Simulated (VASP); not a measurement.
Input of a VASP 6.6.1 run:

The input INCAR:

```
SYSTEM = CuSi16
ALGO = Normal
EDIFF = 1E-7
ENCUT = 520
GGA = PE
ISIF = 2
ISMEAR = -1
LASPH = .True.
LCHARG = .False.
LREAL = Auto
LWAVE = .False.
NBANDS = 52
NELECT = 74.0
NELM = 100
PREC = Accurate
SIGMA = 0.02
```

The input KPOINTS:

```
k-points
0
Gamma
  2 2 2
  0 0 0
```

File POSCAR:

```
CuSi16
1.0
    0.0000000000      5.4300000000      5.4300000000
    5.4300000000      0.0000000000      5.4300000000
    5.4300000000      5.4300000000      0.0000000000
Si Cu
16 1
Direct
    0.0048808471      0.0071202578     -0.0083117864
    0.1190124309      0.1505221915      0.1175991713
    0.0041895948      0.0066317680      0.5020011971
    0.1487941068      0.1151720074      0.6201182320
   -0.0372539595      0.5216421731      0.0112837937
    0.1233267035      0.6182373849      0.1218716390
    0.0062971455      0.4889908840      0.5054660221
    0.1229553407      0.6176496317      0.6429601289
    0.4933039595      0.0126676796     -0.0004008287
    0.6327803867      0.1225759669      0.1226264273
    0.5198396869     -0.0059680479      0.4953678637
    0.6320599448      0.1226940147      0.6269430018
    0.4971501842      0.4967472376     -0.0018601289
    0.5910431860      0.6359043278      0.1389774401
    0.4969250460      0.4968224678      0.5131331492
    0.6338854512      0.6200924494      0.6253871087
    0.1670719153      0.7838291897      0.2775404236
```

Potentials or basis: VASP PAW PBE potentials, release 64 (Si, Cu).

Launch:

```bash
$ cat potpaw_PBE.64/Si/POTCAR potpaw_PBE.64/Cu/POTCAR > POTCAR
$ mpirun -np 1 vasp_std > vasp.out
```

(1) Estimate the largest force.

Results:

(1) 0.020 eV/Å.

Caveat: the k points lie up to 0.50 Å⁻¹ apart; the cell carries a net charge on a neutralising background, which shifts energy and pressure.
